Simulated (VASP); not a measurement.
Runs of VASP 6.6.1 on Al. The structure is that of space group P6/mmm (No. 191), or close to it. The cells are those of the table. 

```csv
task,level,potentials or basis,cell,k mesh,cutoff (eV),grid for exact exchange (PRECFOCK),share of exact exchange,gap on the mesh (eV),pressure (GPa),relaxed volume (Å³/atom)
single point,PBEsol-based global hybrid,"VASP PAW PBE potentials, release 64 (Al)","a = 4.514, b = 4.514, c = 2.767 Å, angles 90.0, 90.0, 120.0°, 2 atoms",4 × 4 × 5,520,Normal,0.25,none,-0.2,-
single point,PBEsol,"VASP PAW PBE potentials, release 64 (Al)","a = 4.492, b = 4.492, c = 2.723 Å, angles 90.0, 90.0, 120.0°, 2 atoms",7 × 7 × 10,520,-,-,none,0.6,-
relaxation of cell and atoms,LDA,"VASP PAW LDA potentials, release 64 (Al)","relaxed from a = 4.492, b = 4.492, c = 2.723 Å, angles 90.0, 90.0, 120.0°, 2 atoms",7 × 7 × 10,600,-,-,none,0.0,23.53
single point,PBE,"VASP PAW PBE potentials, release 64 (Al)","a = 4.551, b = 4.551, c = 2.758 Å, angles 90.0, 90.0, 120.0°, 2 atoms",7 × 7 × 10,520,-,-,none,-0.2,-
relaxation of cell and atoms,PBE+D4,"VASP PAW PBE potentials, release 64 (Al)","relaxed from a = 4.492, b = 4.492, c = 2.723 Å, angles 90.0, 90.0, 120.0°, 2 atoms",7 × 7 × 10,600,-,-,none,0.0,23.77
single point,PBE,"VASP PAW PBE potentials, release 64 (Al)","a = 4.550, b = 4.550, c = 2.744 Å, angles 90.0, 90.0, 120.0°, 2 atoms",7 × 7 × 10,520,-,-,none,0.0,-
single point,PBE0,"VASP PAW PBE potentials, release 64 (Al)","a = 4.535, b = 4.535, c = 2.781 Å, angles 90.0, 90.0, 120.0°, 2 atoms",4 × 4 × 5,520,Normal,-,none,(a),-
```

Alike in all rows: no spin polarisation; smearing fermi-dirac 0.05 eV.

Q: Estimate the missing entries.

A: (a) -0.3.

Caveats: some runs use coarse meshes; the PAW data sets were made with another functional, which shifts forces and pressure a little (some runs); pairwise dispersion overbinds metals, which lowers pressure and volume (some runs).

A gap of «none» marks levels without a gap at the run's occupations.
